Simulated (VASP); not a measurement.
# GaN (F-43m) in VASP: a series of runs, part 2 of 2

VASP 6.6.1.

### 5 Relaxation of cell and atoms, PBE, target pressure 25 GPa, at which the enthalpy is minimised

This run uses another cell than the first one, of 11.76 Å³/atom, 1.211 times its volume.

INCAR reads:

```
SYSTEM = GaN
PREC = Accurate
ENCUT = 600
EDIFF = 1E-6
ISMEAR = 0
SIGMA = 0.01
LREAL = .FALSE.
LASPH = .TRUE.
NELM = 100
ALGO = Normal
ISIF = 3
LWAVE = .FALSE.
LCHARG = .FALSE.
GGA = PE
IBRION = 2
NSW = 80
EDIFFG = -0.001
PSTRESS = 250.0
```

KPOINTS reads:

```
regular mesh
0
G
  10 10 10
  0 0 0
```

POSCAR reads:

```
GaN
1.0
    0.0000000000      2.2742384940      2.2742384940
    2.2742384940      0.0000000000      2.2742384940
    2.2742384940      2.2742384940      0.0000000000
Ga N
1 1
Direct
    0.0000000000      0.0000000000      0.0000000000
    0.7500000000      0.7500000000      0.7500000000
```

Potentials or basis: VASP PAW PBE potentials, release 64 (Ga_d, N).

The run is started by

```bash
$ cat potpaw_PBE.64/Ga_d/POTCAR potpaw_PBE.64/N/POTCAR > POTCAR
$ mpirun -np 1 vasp_std > vasp.out
```

OUTCAR:

```text
SYSTEM = GaN
   PREC = Accurate
   ENCUT = 600
   EDIFF = 1E-6
   ISMEAR = 0
   LREAL = .FALSE.
   LASPH = .TRUE.
   NELM = 100
   ISIF = 3
   GGA = PE
   IBRION = 2
   NSW = 80
   EDIFFG = -0.001
   PSTRESS = 250.0

 ion  position               nearest neighbor table
   1  0.000  0.000  0.000-   2 1.97   2 1.97   2 1.97   2 1.97
   2  0.750  0.750  0.750-   1 1.97   1 1.97   1 1.97   1 1.97

  LATTYP: Found a face centered cubic cell.
 ALAT       =     4.5484769880

  Lattice vectors:

 A1 = (   0.0000000000,   2.2742384940,   2.2742384940)
 A2 = (   2.2742384940,   0.0000000000,   2.2742384940)
 A3 = (   2.2742384940,   2.2742384940,   0.0000000000)

Analysis of symmetry for initial positions (statically):
=====================================================================
 Subroutine PRICEL returns:
 Original cell was already a primitive cell.

 Routine SETGRP: Setting up the symmetry group for a
 face centered cubic supercell.

 Subroutine GETGRP returns: Found 24 space group operations
 (whereof 24 operations were pure point group operations)
 out of a pool of 48 trial point group operations.

The static configuration has the point symmetry T_d .

Analysis of symmetry for dynamics (positions and initial velocities):
=====================================================================
 Subroutine PRICEL returns:
 Original cell was already a primitive cell.

 Routine SETGRP: Setting up the symmetry group for a
 face centered cubic supercell.

 Subroutine GETGRP returns: Found 24 space group operations
 (whereof 24 operations were pure point group operations)
 out of a pool of 48 trial point group operations.

The dynamic configuration has the point symmetry T_d .

 Subroutine INISYM returns: Found 24 space group operations
 (whereof 24 operations are pure point group operations),
 and found     1 'primitive' translations

----------------------------------------------------------------------------------------

                                     Primitive cell
[... 138 lines left out ...]
  ---------------------------------------------------
  free energy    TOTEN  =       -12.15505529 eV

  energy without entropy =      -12.15505529  energy(sigma->0) =      -12.15505529

------------------------ aborting loop because EDIFF is reached ----------------------------------------

  FORCE on cell =-STRESS in cart. coord.  units (eV):
  Direction    XX          YY          ZZ          XY          YZ          ZX
  --------------------------------------------------------------------------------------
  -------------------------------------------------------------------------------------
  Total       -0.0091928     -0.0091928     -0.0091928      0.0000000     -0.0000000      0.0000000
  in kB       -0.6260645     -0.6260645     -0.6260645      0.0000000     -0.0000000      0.0000000
  external PRESSURE =    -250.6260645 kB  Pullay stress =     250.0000000 kB
[... 97 lines left out ...]
  energy  without entropy=      -11.9929633206  energy(sigma->0) =      -11.99296332

  enthalpy is  TOTEN    =        -8.7021629903 eV   P V=        3.2908003303

[... ionic steps 4 to 7 ...]

--------------------------------------- Ionic step        8  -------------------------------------------

 number of electron      17.9999997 magnetization

------------------------ aborting loop because EDIFF is reached ----------------------------------------
[... 71 lines left out ...]
--------------------------------------- Ionic step       10  -------------------------------------------

 number of electron      17.9999997 magnetization

 Free energy of the ion-electron system (eV)
  ---------------------------------------------------
  ext. energy  EPLUGINS =         0.00000000
  ---------------------------------------------------
  free energy    TOTEN  =       -11.97700434 eV

  energy without entropy =      -11.97700434  energy(sigma->0) =      -11.97700434

 E-fermi :   6.4167     XC(G=0): -12.1396

 val. band max:        6.2735946858   @ k =   0.0000   0.0000   0.0000
 cond. band min:       8.5592993143   @ k =   0.0000   0.0000   0.0000
 fundamental gap:      2.2857046285
 Fermi energy:         6.4166818147

 k-point     1 :       0.0000    0.0000    0.0000
  band No.  band energies     occupation
      1     -10.4452      2.00000
      2      -7.2754      2.00000
      3      -7.2754      2.00000
      4      -7.2754      2.00000
      5      -6.8565      2.00000
      6      -6.8565      2.00000
      7       6.2736      2.00000
      8       6.2736      2.00000
      9       6.2736      2.00000
     10       8.5593      0.00000
     11      17.1256      0.00000
     12      17.1256      0.00000
     13      17.1256      0.00000
[... 354 lines left out ...]
  band No.  band energies     occupation
      1      -9.1758      2.00000
      2      -7.1314      2.00000
      3      -6.9873      2.00000
      4      -6.9852      2.00000
      5      -6.7798      2.00000
      6      -6.0352      2.00000
      7       1.0543      2.00000
      8       3.5233      2.00000
      9       3.8701      2.00000
     10      10.8657      0.00000
     11      14.0564      0.00000
     12      17.5691      0.00000
     13      19.9222      0.00000

 [... further k-points ...]
[... 5 lines left out ...]
  --------------------------------------------------------------------------------------
  -------------------------------------------------------------------------------------
  Total        3.2742691      3.2742691      3.2742691      0.0000000     -0.0000000      0.0000000
  in kB      249.9923416    249.9923416    249.9923416      0.0000000     -0.0000000      0.0000000
  external PRESSURE =      -0.0076584 kB  Pullay stress =     250.0000000 kB
[... 21 lines left out ...]
  energy  without entropy=      -11.9770043434  energy(sigma->0) =      -11.97700434

  enthalpy is  TOTEN    =        -8.7026349292 eV   P V=        3.2743694142

 reached required accuracy - stopping structural energy minimisation
```

OSZICAR:

```text
N       E                     dE             d eps       ncg     rms          rms(c)
DAV:   1     0.975421219813E+02    0.97542E+02   -0.10643E+04  1280   0.267E+03
[... 69 lines left out ...]
DAV:   1    -0.119768315334E+02    0.34753E-03   -0.21545E-05  1467   0.138E-01    0.796E-03
DAV:   2    -0.119768301929E+02    0.13405E-05   -0.19563E-06   731   0.525E-02    0.357E-03
DAV:   3    -0.119768299087E+02    0.28424E-06   -0.43273E-07   611   0.247E-02
   9 F= -.87026350E+01 E0= -.87026350E+01  d E =-.218613E-04
       N       E                     dE             d eps       ncg     rms          rms(c)
DAV:   1    -0.119770046714E+02   -0.17448E-03   -0.52001E-06  1397   0.668E-02    0.398E-03
DAV:   2    -0.119770043434E+02    0.32808E-06   -0.45514E-07   611   0.257E-02
  10 F= -.87026349E+01 E0= -.87026349E+01  d E =-.218186E-04
```

It took 61 s on 1 thread of Intel Xeon 6975P-C (Granite Rapids), shared host; peak memory 0.17 GiB.

Results:

```yaml
Free_energy: -11.9770 eV
Relaxed_volume: 10.49 Å³/atom
Relaxed_cell: a = 3.096 Å, b = 3.096 Å, c = 3.096 Å, α = 60.00°, β = 60.00°, γ = 60.00°
Space_group_after_relaxing_to_0.05_Å: F-43m (No. 216)
Energy_change_on_relaxing_the_enthalpy_is_what_falls: +89.0 meV/atom
Ionic_steps: 10
Pressure_after_relaxing: 25.0 GPa
Band_gap_on_the_k_mesh: 2.29 eV, direct
```

Step by step:
```csv
step,energy change (eV),largest force (eV/Å),pressure (GPa),volume (Å³)
1,0.0000,0.0000,-0.06,23.53
2,1.2135,0.0000,86.97,17.80
3,0.1621,0.0000,23.72,21.09
4,0.1746,0.0000,24.78,21.01
5,0.1821,0.0000,25.37,20.96
6,0.1720,0.0000,24.37,21.02
7,0.1783,0.0000,25.05,20.98
8,0.1779,0.0000,24.84,20.99
9,0.1782,0.0000,25.08,20.98
10,0.1781,0.0000,25.00,20.98
```

Final structure:
```xyz
2
Lattice="0.0000 2.1892 2.1892 2.1892 0.0000 2.1892 2.1892 2.1892 0.0000" Properties=species:S:1:pos:R:3 pbc="T T T"
Ga    0.0000    2.1892    2.1892
N     3.2838    3.2838    3.2838
```

Caveat: the cell is relaxed towards a set pressure, so the enthalpy falls and the energy may rise.

### 6 Summary

| task | cell | cutoff (eV) | gap on the mesh (eV) | pressure (GPa) |
| --- | --- | --- | --- | --- |
| single point | a = 3.018 Å, angles 60.0°, 2 atoms | 520 | 2.78 | 49.6 |
| relaxation of cell and atoms | relaxed to 50 GPa from a = 3.216 Å, angles 60.0°, 2 atoms | 600 | 2.79 | 50.0 |
| single point | a = 3.097 Å, angles 60.0°, 2 atoms | 520 | 2.28 | 24.9 |
| relaxation of cell and atoms | relaxed to 25 GPa from a = 3.216 Å, angles 60.0°, 2 atoms | 600 | 2.29 | 25.0 |

Alike in all rows: level PBE; potentials or basis VASP PAW PBE potentials, release 64 (Ga_d, N); no spin polarisation; k mesh 10 × 10 × 10; smearing gaussian 0.01 eV.

Caveats: the cell is relaxed towards a set pressure, so the enthalpy falls and the energy may rise (some runs); the volume moved by over 15 % at a fixed basis, so the end points are rough (some runs).

Absolute energies hang on the potentials; compare differences alone.
